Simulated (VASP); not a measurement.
# InSe (R3m) in VASP: single point with PBEsol

Aim: the single point of InSe with PBEsol.

All numbers are computed with VASP 6.6.1; they aren't measurements. Logs are shortened: lines on timing, memory, paths and dates and some standing lists are left out, and cuts for length are marked.

**What was measured.**

From “The Interaction of Hydrogen with the van der Waals Crystal γ-InSe”, 2020, pmc:7321205, for a bulk crystal of InSe at 300 K: band gap 1.25 eV.

The results are compared with them further down.

### 1 The cell of the first run

It takes space group R3m (No. 160, trigonal). The conventional cell has a = 4.000 Å, b = 4.000 Å, c = 25.320 Å, α = 90.00°, β = 90.00°, γ = 120.00°. Within 3.5 Å of In (site symmetry 3m) lie 3 Se at 2.64 Å and 1 In at 2.82 Å. Within 3.5 Å of In (site symmetry 3m) lie 3 Se at 2.63 Å and 1 In at 2.82 Å. Within 3.5 Å of Se (site symmetry 3m) lie 3 In at 2.64 Å. Se (site symmetry 3m) has 3 In at 2.63 Å within 3.5 Å.

### 2 Single point, PBEsol

INCAR reads:

```
SYSTEM = InSe
PREC     = Accurate       ! precision mode
ENCUT    = 520            ! plane-wave cutoff, eV
EDIFF    = 1E-6           ! SCF threshold, eV
ISMEAR   = 0              ! smearing method
SIGMA    = 0.01           ! smearing width, eV
LREAL    = .FALSE.        ! projectors in reciprocal space
LASPH    = .TRUE.         ! aspherical terms in the spheres
NELM     = 100            ! most SCF steps
ALGO     = Normal         ! electronic algorithm
ISIF     = 2              ! what is computed and relaxed
LWAVE    = .FALSE.        ! write WAVECAR
LCHARG   = .TRUE.         ! write CHGCAR
GGA      = PS             ! functional
LELF     = .TRUE.         ! ELF
LVHAR    = .TRUE.       
NBANDS   = 27             ! bands
```

KPOINTS reads:

```
Automatic mesh
0
G
  6 6 6
  0 0 0
```

POSCAR reads:

```
InSe
1.0
    2.0000000000      1.1547005400      8.4400000000
   -2.0000000000      1.1547005400      8.4400000000
    0.0000000000     -2.3094010800      8.4400000000
In Se
2 2
Direct
    0.0000000000      0.0000000000      0.0000000000
    0.1114000000      0.1114000000      0.1114000000
    0.6165000000      0.6165000000      0.6165000000
    0.8281000000      0.8281000000      0.8281000000
```

Potentials or basis: VASP PAW PBE potentials, release 64 (In_d, Se).

Launch:

```console
$ cat potpaw_PBE.64/In_d/POTCAR potpaw_PBE.64/Se/POTCAR > POTCAR
$ mpirun -np 1 vasp_std > vasp.out
```

OUTCAR:

```text
SYSTEM = InSe
   PREC = Accurate
   ENCUT = 520
   EDIFF = 1E-6
   ISMEAR = 0
   LREAL = .FALSE.
   LASPH = .TRUE.
   NELM = 100
   ISIF = 2
   GGA = PS

 ion  position               nearest neighbor table
   1  0.000  0.000  0.000-   3 2.64   3 2.64   3 2.64   2 2.82
   2  0.111  0.111  0.111-   4 2.63   4 2.63   4 2.63   1 2.82
   3  0.617  0.617  0.617-   1 2.64   1 2.64   1 2.64
   4  0.828  0.828  0.828-   2 2.63   2 2.63   2 2.63

  LATTYP: Found a trigonal (rhomboedric) cell.
 ALAT       =     8.7502533299
 COS(alpha) =     0.8955162540

  Lattice vectors:

 A1 = (   2.0000000000,   1.1547005400,   8.4400000000)
 A2 = (  -2.0000000000,   1.1547005400,   8.4400000000)
 A3 = (   0.0000000000,  -2.3094010800,   8.4400000000)

Analysis of symmetry for initial positions (statically):
=====================================================================
 Subroutine PRICEL returns:
 Original cell was already a primitive cell.

 Routine SETGRP: Setting up the symmetry group for a
 trigonal (rhombohedral) supercell.

 Subroutine GETGRP returns: Found  6 space group operations
 (whereof  6 operations were pure point group operations)
 out of a pool of 12 trial point group operations.

The static configuration has the point symmetry C_3v.

Analysis of symmetry for dynamics (positions and initial velocities):
=====================================================================
 Subroutine PRICEL returns:
 Original cell was already a primitive cell.

 Routine SETGRP: Setting up the symmetry group for a
 trigonal (rhombohedral) supercell.

 Subroutine GETGRP returns: Found  6 space group operations
 (whereof  6 operations were pure point group operations)
 out of a pool of 12 trial point group operations.

The dynamic configuration has the point symmetry C_3v.

 Subroutine INISYM returns: Found  6 space group operations
 (whereof  6 operations are pure point group operations),
 and found     1 'primitive' translations

----------------------------------------------------------------------------------------

                                     Primitive cell

  volume of cell :     116.9481

  direct lattice vectors                    reciprocal lattice vectors
     2.000000000  1.154700540  8.440000000     0.250000000  0.144337567  0.039494471
    -2.000000000  1.154700540  8.440000000    -0.250000000  0.144337567  0.039494471
     0.000000000 -2.309401080  8.440000000     0.000000000 -0.288675134  0.039494471

  length of vectors
     8.750253330  8.750253330  8.750253331     0.291364285  0.291364285  0.291364285

  position of ions in fractional coordinates (direct lattice)
     0.000000000  0.000000000  0.000000000
     0.111400000  0.111400000  0.111400000
     0.616500000  0.616500000  0.616500000
     0.828100000  0.828100000  0.828100000

  ion indices of the primitive-cell ions
   primitive index   ion index
                 1           1
                 2           2
                 3           3
                 4           4

----------------------------------------------------------------------------------------

 KPOINTS: Automatic mesh

Automatic generation of k-mesh.
 Grid dimensions read from file:
 generate k-points for:    6    6    6

 Generating k-lattice:

  Cartesian coordinates                     Fractional coordinates (reciprocal lattice)
     0.041666667  0.024056261  0.006582412     0.166666667  0.000000000 -0.000000000
    -0.041666667  0.024056261  0.006582412     0.000000000  0.166666667 -0.000000000
     0.000000000 -0.048112522  0.006582412    -0.000000000 -0.000000000  0.166666667

  Length of vectors
     0.048560714  0.048560714  0.048560714

  Shift w.r.t. Gamma in fractional coordinates (k-lattice)
     0.000000000  0.000000000  0.000000000

 Subroutine IBZKPT returns following result:
 ===========================================

 Found     32 irreducible k-points:

 Following reciprocal coordinates:
            Coordinates               Weight
  0.000000  0.000000  0.000000      1.000000
  0.166667  0.000000 -0.000000      6.000000
  0.333333 -0.000000 -0.000000      6.000000
  0.500000  0.000000 -0.000000      3.000000
  0.166667  0.166667 -0.000000      6.000000
  0.333333  0.166667 -0.000000     12.000000
[... 16 lines left out ...]
  0.500000  0.500000  0.166667      6.000000
 -0.333333  0.500000  0.166667     12.000000
 [... further k-points ...]
   k-points           NKPTS =     32   k-points in BZ     NKDIM =     32   number of bands    NBANDS=     27
   number of dos      NEDOS =    301   number of ions     NIONS =      4
   total plane-waves  NPLWV = 343000
   dimension x,y,z NGX =    70 NGY =   70 NGZ =   70
   dimension x,y,z NGXF=   140 NGYF=  140 NGZF=  140
   ions per type =               2   2
   NGX,Y,Z   is equivalent  to a cutoff of  13.30, 13.30, 13.30 a.u.
   NGXF,Y,Z  is equivalent  to a cutoff of  26.60, 26.60, 26.60 a.u.
 SYSTEM =  InSe
   PREC   = accura    normal or accurate (medium, high low for compatibility)
   ISTART =      0    job   : 0-new  1-cont  2-samecut
   ICHARG =      2    charge: 1-file 2-atom 10-const
   ISPIN  =      1    spin polarized calculation?
   LNONCOLLINEAR =      F non collinear calculations
   LSORBIT =      F    spin-orbit coupling
   LASPH  =      T    aspherical Exc in radial PAW
   ENCUT  =  520.0 eV  38.22 Ry    6.18 a.u.  16.27 16.27 16.27*2*pi/ulx,y,z
   NELM   =    100;   NELMIN=  2; NELMDL= -5     # of ELM steps
   EDIFF  = 0.1E-05   stopping-criterion for ELM
   LREAL  =      F    real-space projection
   EDIFFG = 0.1E-04   stopping-criterion for IOM
   NSW    =      0    number of steps for IOM
   IBRION =     -1    ionic relax: 0-MD 1-quasi-New 2-CG
   NFREE  =      0    steps in history (QN), initial steepest desc. (CG)
   ISIF   =      2    stress and relaxation
   ISYM   =      2    0-nonsym 1-usesym 2-fastsym
   POTIM  = 0.5000    time-step for ionic-motion
   TEBEG  =    0.0;   TEEND  =   0.0 temperature during run
   PSTRESS=    0.0 pullay stress
   NELECT =      38.0000    total number of electrons
   NUPDOWN=      -1.0000    fix difference up-down
   EMIN   =  10.00;   EMAX   =-10.00  energy-range for DOS
   EFERMI =   0.00;   METHOD = LEGACY
   ISMEAR =     0;   SIGMA  =   0.01  broadening in eV -4-tet -1-fermi 0-gaus
   EFERMI_NEDOS =   21; number of points for ismear=-14 and -15
   IALGO  =     38    algorithm
   IMIX   =      4    mixing-type and parameters
     AMIX     =   0.40;   BMIX     =  1.00
     AMIX_MAG =   1.60;   BMIX_MAG =  1.00
  volume/ion in A,a.u.               =      29.24       197.30
  Fermi-wavevector in a.u.,A,eV,Ry     =   1.125481  2.126852 17.234615  1.266709
  Thomas-Fermi vector in A             =   2.262159
   LORBIT       =      0    0 simple, 1 ext, 2 COOP (PROOUT), +10 PAW based schemes
   GGA     = PS    functional components
   LHFCALC =     F    Hartree Fock is set to
   AEXX    =    0.0000 exact exchange contribution
   IVDW    =     0    specifies the selected vdW correction
   LEPSILON=     F    determine dielectric tensor
   LRPA    =     F    only Hartree local field effects (RPA)
 non-spin polarized calculation
 Gauss-broadening in eV      SIGMA  =   0.01
  energy-cutoff  :      520.00
  volume of cell :      116.95
 maximum number of plane-waves:      3181
 NGX is ok and might be reduce to    70
   NGX = 33   NGY = 33   NGZ = 33

 number of electron      37.9999998 magnetization

 Free energy of the ion-electron system (eV)
  ---------------------------------------------------
  ext. energy  EPLUGINS =         0.00000000
  ---------------------------------------------------
  free energy    TOTEN  =       -15.58543878 eV

  energy without entropy =      -15.58543878  energy(sigma->0) =      -15.58543878

 E-fermi :   4.0620     XC(G=0):  -9.0978

 val. band max:        3.9758532993   @ k =   0.5000   0.5000   0.5000
 cond. band min:       4.3053827726   @ k =   0.5000   0.5000   0.5000
 fundamental gap:      0.3295294732
 Fermi energy:         4.0619869471

 k-point     1 :       0.0000    0.0000    0.0000
  band No.  band energies     occupation
      1     -10.7430      2.00000
      2     -10.5696      2.00000
      3     -10.5696      2.00000
      4     -10.4963      2.00000
      5     -10.4963      2.00000
      6     -10.4724      2.00000
[... 19 lines left out ...]
     26       9.3984      0.00000
     27      11.3875      0.00000

 k-point     2 :       0.1667    0.0000   -0.0000
  band No.  band energies     occupation
      1     -10.7634      2.00000
      2     -10.6536      2.00000
      3     -10.6127      2.00000
      4     -10.5639      2.00000
      5     -10.4798      2.00000
      6     -10.4767      2.00000
[... 19 lines left out ...]
     26       9.9671      0.00000
     27      10.6866      0.00000

 k-point     3 :       0.3333   -0.0000   -0.0000
  band No.  band energies     occupation
      1     -10.8719      2.00000
      2     -10.7655      2.00000
      3     -10.6759      2.00000
      4     -10.5606      2.00000
      5     -10.4945      2.00000
      6     -10.4382      2.00000
[... 19 lines left out ...]
     26      10.5248      0.00000
     27      11.1308      0.00000

 k-point     4 :       0.5000    0.0000   -0.0000
  band No.  band energies     occupation
      1     -10.9246      2.00000
      2     -10.8245      2.00000
      3     -10.6713      2.00000
      4     -10.5615      2.00000
      5     -10.5015      2.00000
      6     -10.4195      2.00000
[... 19 lines left out ...]
     26      10.3252      0.00000
     27      10.8662      0.00000
[... 516 lines left out ...]
      4     -10.5733      2.00000
      5     -10.4879      2.00000
      6     -10.4316      2.00000
[... 19 lines left out ...]
     26      11.0081      0.00000
     27      11.5959      0.00000

 k-point    23 :       0.5000    0.5000    0.1667
  band No.  band energies     occupation
      1     -10.8614      2.00000
      2     -10.7781      2.00000
      3     -10.6739      2.00000
      4     -10.5611      2.00000
      5     -10.4944      2.00000
      6     -10.4380      2.00000
[... 19 lines left out ...]
     26      10.9044      0.00000
     27      11.2149      0.00000

 k-point    24 :      -0.3333    0.5000    0.1667
  band No.  band energies     occupation
      1     -10.9045      2.00000
      2     -10.8255      2.00000
      3     -10.6705      2.00000
      4     -10.5735      2.00000
      5     -10.4879      2.00000
      6     -10.4315      2.00000
[... 19 lines left out ...]
     26      11.0507      0.00000
     27      11.4483      0.00000

 [... further k-points ...]

------------------------ aborting loop because EDIFF is reached ----------------------------------------

  FORCE on cell =-STRESS in cart. coord.  units (eV):
  Direction    XX          YY          ZZ          XY          YZ          ZX
  --------------------------------------------------------------------------------------
  -------------------------------------------------------------------------------------
  Total        0.4345120      0.4345120     -0.3313024      0.0000000     -0.0000000      0.0000000
  in kB        5.9527730      5.9527730     -4.5388110      0.0000000     -0.0000000      0.0000000
  external PRESSURE =       2.4555783 kB  Pullay stress =       0.0000000 kB

 VOLUME and BASIS-vectors are now :
 -----------------------------------------------------------------------------
  energy-cutoff  :      520.00
  volume of cell :      116.95
      direct lattice vectors                 reciprocal lattice vectors
     2.000000000  1.154700540  8.440000000     0.250000000  0.144337567  0.039494471
    -2.000000000  1.154700540  8.440000000    -0.250000000  0.144337567  0.039494471
     0.000000000 -2.309401080  8.440000000     0.000000000 -0.288675134  0.039494471

 POSITION                                       TOTAL-FORCE (eV/Angst)
 -----------------------------------------------------------------------------------
      0.00000      0.00000      0.00000         0.000000     -0.000000      0.299982
      0.00000      0.00000      2.82065         0.000000      0.000000     -0.318241
      0.00000      0.00000     15.60978         0.000000      0.000000     -0.087990
      0.00000      0.00000     20.96749         0.000000      0.000000      0.106249
 -----------------------------------------------------------------------------------
    total drift:                               -0.000000     -0.000000     -0.000278

  FREE ENERGIE OF THE ION-ELECTRON SYSTEM (eV)
  ---------------------------------------------------
  free  energy   TOTEN  =       -15.5854387819 eV

  energy  without entropy=      -15.5854387819  energy(sigma->0) =      -15.58543878
```

It took 9.7 min on 1 thread of AMD EPYC 7R13 (Zen 3), shared host; peak memory 0.64 GiB.

What came out:

```yaml
Free_energy: -15.5854 eV
Pressure: 0.2 GPa
Largest_force: 0.318 eV/Å
Band_gap_on_the_k_mesh: 0.33 eV, direct
```

Forces in eV/Å, atoms in the order of the input:
```
In   0.000  0.000  0.300
In   0.000  0.000 -0.318
Se   0.000  0.000 -0.088
Se   0.000  0.000  0.106
```

Caveat: the PAW data sets were made with another functional, which shifts forces and pressure a little; spin-orbit coupling is left out, which moves the levels of the heavy elements.

### 3 Against experiment

Step 2. Measured gap of InSe: 1.25 eV (300 K; “The Interaction of Hydrogen with the van der Waals Crystal γ-InSe”, 2020, pmc:7321205). This calculation gives 0.33 eV (-0.92 eV). Spin-orbit coupling on In, Se is left out. The value is that of PBEsol on a finite k mesh, which can miss the band edges, without temperature or zero-point motion. Semilocal functionals fall short of measured gaps as a rule.
